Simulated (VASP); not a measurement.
# C in VASP: notebook

C is run at these levels: HSE06+D3(BJ), PBE+D3(BJ); tasks: single point, relaxation of the atoms.

All numbers are computed with VASP 6.6.1; they aren't measurements. Logs are shortened: lines on timing, memory, paths and dates and some standing lists are left out, and cuts for length are marked.

## (1) The cell of the first run

The cell holds a slab with vacuum, 2 atoms: a = 2.466 Å, b = 2.466 Å, c = 26.002 Å, α = 90.00°, β = 90.00°, γ = 60.00°.

## (2) Single point, HSE06+D3(BJ)

POSCAR

```
C
1.0
    2.4656963727     -0.0000077607      0.0000000000
    1.2328554414      2.1353515081      0.0000000000
    0.0000000000      0.0000000000     26.0015393195
C
2
Direct
    0.1656234898      0.1656234898      0.5000002658
    0.4989568488      0.4989568488      0.4999997342
```

INCAR.step1

```
PREC = Accurate ; ENCUT = 520
EDIFF = 1E-5 ; ISMEAR = 0
SIGMA = 0.1 ; LREAL = False
LASPH = True ; NELM = 80
ALGO = Normal ; ISIF = 2
LWAVE = True ; LCHARG = False
LDIPOL = True ; IDIPOL = 3
DIPOL = 0.5 0.5 0.500 ; GGA = PE
NBANDS = 11 ; LUSENCCL = False
```

INCAR.step2

```
PREC = Accurate ; ENCUT = 520
EDIFF = 1E-6 ; ISMEAR = 0
SIGMA = 0.1 ; LREAL = False
LASPH = True ; NELM = 80
ALGO = Normal ; ISIF = 2
LWAVE = False ; LCHARG = False
LDIPOL = True ; IDIPOL = 3
DIPOL = 0.5 0.5 0.500 ; GGA = PE
LHFCALC = True ; HFSCREEN = 0.2079
PRECFOCK = Normal ; IVDW = 12
VDW_S6 = 1.0 ; VDW_S8 = 2.31
VDW_A1 = 0.383 ; VDW_A2 = 5.685
ISTART = 1 ; NBANDS = 11
LUSENCCL = False
```

KPOINTS

```
Automatic mesh
0
Gamma
  12 12 1
```

Potentials or basis: VASP PAW PBE potentials, release 64 (C).

Run with:

```bash
> cat potpaw_PBE.64/C/POTCAR > POTCAR
> cp INCAR.step1 INCAR
> mpirun -np 1 vasp_std > vasp.out
> cp INCAR.step2 INCAR
> mpirun -np 1 vasp_std > vasp.out
```

OUTCAR:

```text
PREC = Accurate
   ENCUT = 520
   EDIFF = 1E-6
   ISMEAR = 0
   LREAL = False
   LASPH = True
   NELM = 80
   ISIF = 2
   GGA = PE
   LHFCALC = True
   HFSCREEN = 0.2079
   PRECFOCK = Normal
   IVDW = 12
   ISTART = 1
 IVDW          = 12

 ion  position               nearest neighbor table
   1  0.166  0.166  0.500-   2 1.42   2 1.42   2 1.42
   2  0.499  0.499  0.500-   1 1.42   1 1.42   1 1.42

  LATTYP: Found a hexagonal cell.
 ALAT       =     2.4656963727
 C/A-ratio  =    10.5453127185

  Lattice vectors:

 A1 = (  -1.2328554414,  -2.1353515081,   0.0000000000)
 A2 = (   2.4656963727,  -0.0000077607,   0.0000000000)
 A3 = (   0.0000000000,   0.0000000000,  26.0015393195)

Analysis of symmetry for initial positions (statically):
=====================================================================
 Subroutine PRICEL returns:
 Original cell was already a primitive cell.

 Routine SETGRP: Setting up the symmetry group for a
 hexagonal supercell.

 Subroutine GETGRP returns: Found 24 space group operations
 (whereof  4 operations were pure point group operations)
 out of a pool of 24 trial point group operations.

The static configuration has the point symmetry C_2v.
 The point group associated with its full space group is D_6h.

Analysis of symmetry for dynamics (positions and initial velocities):
=====================================================================
 Subroutine PRICEL returns:
 Original cell was already a primitive cell.

 Routine SETGRP: Setting up the symmetry group for a
 hexagonal supercell.

 Subroutine GETGRP returns: Found 24 space group operations
 (whereof  4 operations were pure point group operations)
 out of a pool of 24 trial point group operations.

The dynamic configuration has the point symmetry C_2v.
 The point group associated with its full space group is D_6h.

 Subroutine INISYM returns: Found 24 space group operations
 (whereof  4 operations are pure point group operations),
 and found     1 'primitive' translations

----------------------------------------------------------------------------------------

                                     Primitive cell

  volume of cell :     136.9017

  direct lattice vectors                    reciprocal lattice vectors
     2.465696373 -0.000007761  0.000000000     0.405564202 -0.234154439  0.000000000
     1.232855441  2.135351508  0.000000000     0.000001474  0.468306122 -0.000000000
     0.000000000  0.000000000 26.001539320    -0.000000000  0.000000000  0.038459261

  length of vectors
     2.465696373  2.465696373 26.001539320     0.468306122  0.468306122  0.038459261

  position of ions in fractional coordinates (direct lattice)
     0.165623490  0.165623490  0.500000266
     0.498956849  0.498956849  0.499999734

  ion indices of the primitive-cell ions
   primitive index   ion index
                 1           1
                 2           2

----------------------------------------------------------------------------------------

 KPOINTS: Automatic mesh

Automatic generation of k-mesh.
 Grid dimensions read from file:
 generate k-points for:   12   12    1

 Generating k-lattice:

  Cartesian coordinates                     Fractional coordinates (reciprocal lattice)
     0.033797017 -0.019512870  0.000000000     0.083333333  0.000000000  0.000000000
     0.000000123  0.039025510 -0.000000000     0.000000000  0.083333333  0.000000000
    -0.000000000  0.000000000  0.038459261     0.000000000  0.000000000  1.000000000

  Length of vectors
     0.039025510  0.039025510  0.038459261

  Shift w.r.t. Gamma in fractional coordinates (k-lattice)
     0.000000000  0.000000000  0.000000000

 Subroutine IBZKPT returns following result:
 ===========================================

 Found     19 irreducible k-points:

 Following reciprocal coordinates:
            Coordinates               Weight
  0.000000  0.000000  0.000000      1.000000
  0.083333  0.000000  0.000000      6.000000
  0.166667  0.000000  0.000000      6.000000
  0.250000  0.000000  0.000000      6.000000
  0.333333  0.000000  0.000000      6.000000
  0.416667  0.000000  0.000000      6.000000
[... 11 lines left out ...]
 -0.416667  0.250000  0.000000     12.000000
 -0.333333  0.333333  0.000000      2.000000
   k-points           NKPTS =     19   k-points in BZ     NKDIM =    144   number of bands    NBANDS=     11
   number of dos      NEDOS =    301   number of ions     NIONS =      2
   total plane-waves  NPLWV =  63504
   dimension x,y,z NGX =    18 NGY =   18 NGZ =  196
   dimension x,y,z NGXF=    36 NGYF=   36 NGZF=  392
   ions per type =               2
   NGX,Y,Z   is equivalent  to a cutoff of  12.14, 12.14, 12.53 a.u.
   NGXF,Y,Z  is equivalent  to a cutoff of  24.27, 24.27, 25.06 a.u.
 SYSTEM =  unknown system
   PREC   = accura    normal or accurate (medium, high low for compatibility)
   ISTART =      1    job   : 0-new  1-cont  2-samecut
   ICHARG =      0    charge: 1-file 2-atom 10-const
[... 35 lines left out ...]
   NKREDX  =     1    reduce k-point grid by
   NKREDY  =     1    reduce k-point grid by
   NKREDZ  =     1    reduce k-point grid by
   AEXX    =    0.2500 exact exchange contribution
   HFSCREEN=    0.2079 screening length (either q_TF or 0.3 A-1)
   HFSCREENC=   0.2079 screening length for correlation (either q_TF or 0.3 A-1)
   ENCUTFOCK=  -1.0 apply spherical cutoff to Coloumb kernel
   IVDW    =    12    specifies the selected vdW correction
   LEPSILON=     F    determine dielectric tensor
   LRPA    =     F    only Hartree local field effects (RPA)
 non-spin polarized calculation
 Gauss-broadening in eV      SIGMA  =   0.10
  energy-cutoff  :      520.00
  volume of cell :      136.90
 maximum number of plane-waves:      3744
  NGX = 14; NGY = 14; NGZ =150

 number of electron       7.9999997 magnetization

 dipolmoment           0.000000      0.000000      0.000016 electrons x Angstroem

 Free energy of the ion-electron system (eV)
  ---------------------------------------------------
  ext. energy  EPLUGINS =         0.00000000
  ---------------------------------------------------
  free energy    TOTEN  =       -21.15954230 eV

  energy without entropy =      -21.15797511  energy(sigma->0) =      -21.15875870

 E-fermi :  -3.1511     XC(G=0):  -1.3610

 val. band max:       -3.1510714481   @ k =  -0.3333   0.3333   0.0000
 cond. band min:      -3.1510615259   @ k =  -0.3333   0.3333   0.0000
 fundamental gap:      0.0000099222
 Fermi energy:        -3.1510664869

 k-point     1 :       0.0000    0.0000    0.0000
  band No.  band energies     occupation
      1     -25.2191      2.00000
      2     -12.0140      2.00000
      3      -7.1719      2.00000
      4      -7.1719      2.00000
      5       0.3894      0.00000
      6       1.1129      0.00000
      7       1.2658      0.00000
      8       1.7668      0.00000
      9       2.0460      0.00000
     10       2.9832      0.00000
     11       3.3861      0.00000

 k-point     2 :       0.0833    0.0000    0.0000
  band No.  band energies     occupation
      1     -25.0401      2.00000
      2     -11.7944      2.00000
      3      -7.8755      2.00000
      4      -7.5330      2.00000
      5       0.6142      0.00000
      6       1.3399      0.00000
      7       1.4947      0.00000
      8       1.9945      0.00000
      9       2.2740      0.00000
     10       3.2103      0.00000
     11       3.6127      0.00000

 k-point     3 :       0.1667    0.0000    0.0000
  band No.  band energies     occupation
      1     -24.5051      2.00000
      2     -11.1393      2.00000
      3      -9.6583      2.00000
      4      -8.3859      2.00000
      5       1.2886      0.00000
      6       2.0201      0.00000
      7       2.1814      0.00000
      8       2.6771      0.00000
      9       2.9581      0.00000
     10       3.8907      0.00000
     11       4.2925      0.00000
[... 197 lines left out ...]
 k-point    18 :      -0.4167    0.2500    0.0000
  band No.  band energies     occupation
      1     -18.9983      2.00000
      2     -16.9351      2.00000
      3     -14.3286      2.00000
      4      -4.7896      2.00000
      5      -1.5843      0.00000
      6       8.2148      0.00000
      7       8.5779      0.00000
      8       9.7305      0.00000
      9       9.8281      0.00000
     10      10.0922      0.00000
     11      10.4200      0.00000

 k-point    19 :      -0.3333    0.3333    0.0000
  band No.  band energies     occupation
      1     -17.6747      2.00000
      2     -17.6747      2.00000
      3     -15.2649      2.00000
      4      -3.1511      1.00006
      5      -3.1511      0.99994
      6       7.9530      0.00000
      7      10.4531      0.00000
      8      10.4531      0.00000
      9      10.8095      0.00000
     10      11.9924      0.00000
     11      11.9924      0.00000

------------------------ aborting loop because EDIFF is reached ----------------------------------------

 vacuum level on the upper side and lower side of the slab       (xc-potential included)        -0.001        -0.001

 Edisp (eV)   -0.14292

 E8    (eV) :    -0.0720

  FORCE on cell =-STRESS in cart. coord.  units (eV):
  Direction    XX          YY          ZZ          XY          YZ          ZX
  --------------------------------------------------------------------------------------
  -------------------------------------------------------------------------------------
  Total      -0.84873    -0.84873    -0.01676    -0.00000    -0.00000    -0.00000
  in kB      -9.93277    -9.93277    -0.19620    -0.00000    -0.00000    -0.00000
  external pressure =       -6.69 kB  Pullay stress =        0.00 kB

 VOLUME and BASIS-vectors are now :
 -----------------------------------------------------------------------------
  energy-cutoff  :      520.00
  volume of cell :      136.90
      direct lattice vectors                 reciprocal lattice vectors
     2.465696373 -0.000007761  0.000000000     0.405564202 -0.234154439  0.000000000
     1.232855441  2.135351508  0.000000000     0.000001474  0.468306122 -0.000000000
     0.000000000  0.000000000 26.001539320    -0.000000000  0.000000000  0.038459261

 POSITION                                       TOTAL-FORCE (eV/Angst)
 -----------------------------------------------------------------------------------
      0.61257      0.35366     13.00078        -0.000000     -0.000000     -0.000000
      1.84542      1.06544     13.00076         0.000000      0.000000      0.000000
 -----------------------------------------------------------------------------------
    total drift:                                0.000008      0.000003      0.003310

  FREE ENERGIE OF THE ION-ELECTRON SYSTEM (eV)
  ---------------------------------------------------
  free  energy   TOTEN  =       -21.3024603173 eV

  energy  without entropy=      -21.3008931240  energy(sigma->0) =      -21.30167672

 vacuum level on the upper side and lower side of the slab         1.155         1.154
```

Wall time 15 min (1 × NVIDIA H100 80GB with 1 thread of AMD EPYC 7R13 (Zen 3), shared host); peak memory 1.2 GiB.

What came out:

- Free energy: -21.3025 eV
- Band gap on the k mesh: zero (filled and empty bands touch)
- Dispersion energy per atom: -0.071 eV

Caveat: the PAW data sets were made with another functional, which shifts forces and pressure a little.

## (3) Relaxation of the atoms, PBE+D3(BJ) (biaxial strain +0.040)

INCAR

```
  ALGO = Normal
  DIPOL = 0.5 0.5 0.500
  EDIFF = 1E-6
  EDIFFG = -0.01
  ENCUT = 520
  GGA = PE
  IBRION = 2
  IDIPOL = 3
  ISIF = 2
  ISMEAR = 0
  IVDW = 12
  LASPH = True
  LCHARG = False
  LDIPOL = True
  LREAL = False
  LWAVE = False
  NELM = 100
  NSW = 60
  PREC = Accurate
  SIGMA = 0.1
```

KPOINTS

```
k-points
0
Gamma
  21 21 1
```

POSCAR

```
C
1.0
    2.5643242280     -0.0000080712      0.0000000000
    1.2821696592      2.2207655687      0.0000000000
    0.0000000000      0.0000000000     26.0015393195
C
2
Direct
    0.1656234898      0.1656234898      0.5000002658
    0.4989568488      0.4989568488      0.4999997342
```

Potentials or basis: VASP PAW PBE potentials, release 64 (C).

Run with:

```bash
> cat potpaw_PBE.64/C/POTCAR > POTCAR
> mpirun -np 1 vasp_std > vasp.out
```

Run time: 67 s. Hardware: 1 thread of Intel Xeon Platinum 8488C (Sapphire Rapids), shared host; peak memory 0.27 GiB.

Results (log left out):

* Free energy: -18.4331 eV
* Band gap on the k mesh: zero (filled and empty bands touch)
* Dispersion energy per atom: -0.085 eV

Final structure:
```yaml
crystal:
  lattice:
    - [2.56432, -0.00001, 0.00000]
    - [1.28217, 2.22077, 0.00000]
    - [0.00000, 0.00000, 26.00154]
  atoms:
    - { symbol: C, position: [0.16562, 0.16562, 0.50000] }
    - { symbol: C, position: [0.49896, 0.49896, 0.50000] }
```

Levels at points of the mesh, in eV from the Fermi level:
| k point | band 1 | band 2 | band 3 | band 4 | band 5 | band 6 | band 7 | band 8 |
| --- | --- | --- | --- | --- | --- | --- | --- | --- |
| (0.00, 0.00, 0.00) | -18.60 | -6.86 | -3.07 | -3.07 | 3.61 | 4.36 | 4.63 | 5.10 |

Caveat: the cell differs from its parent crystal (biaxial strain +0.040); the relaxation stopped at its first step, so nothing moved.

## (4) Relaxation of the atoms, PBE+D3(BJ) (biaxial strain -0.040)

INCAR

```
SYSTEM = C
PREC = Accurate
ENCUT = 520
EDIFF = 1E-6
ISMEAR = 0
SIGMA = 0.1
LREAL = .FALSE.
LASPH = .TRUE.
NELM = 80
ALGO = Normal
ISIF = 2
LWAVE = .FALSE.
LCHARG = .FALSE.
LDIPOL = .TRUE.
IDIPOL = 3
DIPOL = 0.5 0.5 0.500
GGA = PE
IVDW = 12
IBRION = 2
NSW = 60
EDIFFG = -0.01
```

KPOINTS

```
Automatic mesh
0
G
  21 21 1
  0 0 0
```

POSCAR

```
C
1.0
    2.3670685182     -0.0000074503      0.0000000000
    1.1835412239      2.0499374481      0.0000000000
    0.0000000000      0.0000000000     26.0015393195
C
2
Direct
    0.1656234898      0.1656234898      0.5000002658
    0.4989568488      0.4989568488      0.4999997342
```

Run with:

```bash
> cat potpaw_PBE.64/C/POTCAR > POTCAR
> mpirun -np 1 vasp_std > vasp.out
```

Run time: 76 s. Hardware: 1 thread of Oxide Virtual Turin-like, shared host; peak memory 0.21 GiB.

The run converged. Its results:

```yaml
Free_energy: -18.3683 eV
Band_gap_on_the_k_mesh: zero (filled and empty bands touch)
Dispersion_energy_per_atom: -0.085 eV
```

Final structure:
```
C
1.0
     2.36707   -0.00001    0.00000
     1.18354    2.04994    0.00000
     0.00000    0.00000   26.00154
C
2
Direct
  0.16562 0.16562 0.50000
  0.49896 0.49896 0.50000
```

Levels at points of the mesh, in eV from the Fermi level:
```csv
k point,band 1,band 2,band 3,band 4,band 5,band 6,band 7,band 8
"(0.00, 0.00, 0.00)",-20.53,-8.48,-2.98,-2.98,2.87,3.66,3.93,4.39
```

Caveat: the cell differs from its parent crystal (biaxial strain -0.040); the relaxation stopped at its first step, so nothing moved.

## (5) Relaxation of the atoms, PBE+D3(BJ) (biaxial strain -0.020)

INCAR

```
SYSTEM = C
  ALGO = Normal
  DIPOL = 0.5 0.5 0.500
  EDIFF = 1E-7
  EDIFFG = -0.01
  ENCUT = 520
  GGA = PE
  IBRION = 2
  IDIPOL = 3
  ISIF = 2
  ISMEAR = 0
  IVDW = 12
  LASPH = .TRUE.
  LCHARG = .FALSE.
  LDIPOL = .TRUE.
  LREAL = .FALSE.
  LWAVE = .FALSE.
  NELM = 60
  NSW = 60
  PREC = Accurate
  SIGMA = 0.1
```

KPOINTS

```
k-points
0
G
  21 21 1
  0 0 0
```

POSCAR

```
C
1.0
    2.4163824456     -0.0000076055      0.0000000000
    1.2081983327      2.0926444782      0.0000000000
    0.0000000000      0.0000000000     26.0015393195
C
2
Direct
    0.1656234898      0.1656234898      0.5000002658
    0.4989568488      0.4989568488      0.4999997342
```

Run with:

```bash
> cat potpaw_PBE.64/C/POTCAR > POTCAR
> mpirun -np 1 vasp_std > vasp.out
```

Run time: 1.7 min. Hardware: 1 thread of Oxide Virtual Turin-like, shared host; peak memory 0.21 GiB.

The run converged. Its results:

* Free energy: -18.5647 eV
* Band gap on the k mesh: zero (filled and empty bands touch)
* Dispersion energy per atom: -0.088 eV

Final structure:
```
CELL_PARAMETERS angstrom
2.41638 -0.00001 0.00000
1.20820 2.09264 0.00000
0.00000 0.00000 26.00154
ATOMIC_POSITIONS crystal
C 0.16562 0.16562 0.50000
C 0.49896 0.49896 0.50000
```

Levels at points of the mesh, in eV from the Fermi level:
```tsv
k point	band 1	band 2	band 3	band 4	band 5	band 6	band 7	band 8
(0.00, 0.00, 0.00)	-20.02	-8.04	-3.02	-3.02	3.07	3.86	4.13	4.60
```

Caveat: the cell differs from its parent crystal (biaxial strain -0.020); the relaxation stopped at its first step, so nothing moved.

## (6) Relaxation of the atoms, PBE+D3(BJ) (biaxial strain +0.020)

INCAR

```
SYSTEM = C
ALGO     = Normal         ! electronic algorithm
DIPOL    = 0.5 0.5 0.500
EDIFF    = 1E-7           ! SCF threshold, eV
EDIFFG   = -0.01          ! ionic threshold
ENCUT    = 520            ! plane-wave cutoff, eV
GGA      = PE             ! functional
IBRION   = 2              ! ionic algorithm
IDIPOL   = 3            
ISIF     = 2              ! what is computed and relaxed
ISMEAR   = 0              ! smearing method
IVDW     = 12             ! dispersion correction
LASPH    = .TRUE.         ! aspherical terms in the spheres
LCHARG   = .FALSE.        ! write CHGCAR
LDIPOL   = .TRUE.       
LREAL    = .FALSE.        ! projectors in reciprocal space
LWAVE    = .FALSE.        ! write WAVECAR
NELM     = 80             ! most SCF steps
NSW      = 60             ! ionic steps
PREC     = Accurate       ! precision mode
SIGMA    = 0.1            ! smearing width, eV
```

KPOINTS is that of step 5.

POSCAR

```
C
1.0
    2.5150103005     -0.0000079160      0.0000000000
    1.2575125504      2.1780585386      0.0000000000
    0.0000000000      0.0000000000     26.0015393195
C
2
Direct
    0.1656234898      0.1656234898      0.5000002658
    0.4989568488      0.4989568488      0.4999997342
```

Potentials or basis: VASP PAW PBE potentials, release 64 (C).

Run with:

```bash
> cat potpaw_PBE.64/C/POTCAR > POTCAR
> mpirun -np 1 vasp_std > vasp.out
```

Wall time 2 min (1 thread of Oxide Virtual Turin-like, shared host); peak memory 0.24 GiB.

The run converged. Its results:

- Free energy: -18.5784 eV
- Band gap on the k mesh: zero (filled and empty bands touch)
- Dispersion energy per atom: -0.087 eV

Final structure:
```
CELL_PARAMETERS angstrom
2.51501 -0.00001 0.00000
1.25751 2.17806 0.00000
0.00000 0.00000 26.00154
ATOMIC_POSITIONS crystal
C 0.16562 0.16562 0.50000
C 0.49896 0.49896 0.50000
```

Levels at points of the mesh, in eV from the Fermi level:
| k point | band 2 | band 3 | band 4 | band 5 | band 6 | band 7 |
| --- | --- | --- | --- | --- | --- | --- |
| (0.00, 0.00, 0.00) | -7.23 | -3.06 | -3.06 | 3.44 | 4.20 | 4.48 |

Caveat: the cell differs from its parent crystal (biaxial strain +0.020); the relaxation stopped at its first step, so nothing moved.

## (7) Overview

```csv
task,level,cell,k mesh,grid for exact exchange (PRECFOCK),screening parameter,gap on the mesh (eV)
single point,HSE06+D3(BJ),"a = 2.466, b = 2.466, c = 26.002 Å, angles 90.0, 90.0, 60.0°, 2 atoms",12 × 12 × 1,Normal,0.2079 1/Å,none
relaxation of the atoms,PBE+D3(BJ),"atoms relaxed from a = 2.564, b = 2.564, c = 26.002 Å, angles 90.0, 90.0, 60.0°, 2 atoms",21 × 21 × 1,-,-,none
relaxation of the atoms,PBE+D3(BJ),"atoms relaxed from a = 2.367, b = 2.367, c = 26.002 Å, angles 90.0, 90.0, 60.0°, 2 atoms",21 × 21 × 1,-,-,none
relaxation of the atoms,PBE+D3(BJ),"atoms relaxed from a = 2.416, b = 2.416, c = 26.002 Å, angles 90.0, 90.0, 60.0°, 2 atoms",21 × 21 × 1,-,-,none
relaxation of the atoms,PBE+D3(BJ),"atoms relaxed from a = 2.515, b = 2.515, c = 26.002 Å, angles 90.0, 90.0, 60.0°, 2 atoms",21 × 21 × 1,-,-,none
```

Alike in all rows: potentials or basis VASP PAW PBE potentials, release 64 (C); no spin polarisation; cutoff (eV) 520; smearing gaussian 0.1 eV.

Caveats: the relaxation stopped at its first step, so nothing moved (some runs); the PAW data sets were made with another functional, which shifts forces and pressure a little (some runs).

Total energies depend on the potentials used, so only differences within one code and one set of settings carry meaning.
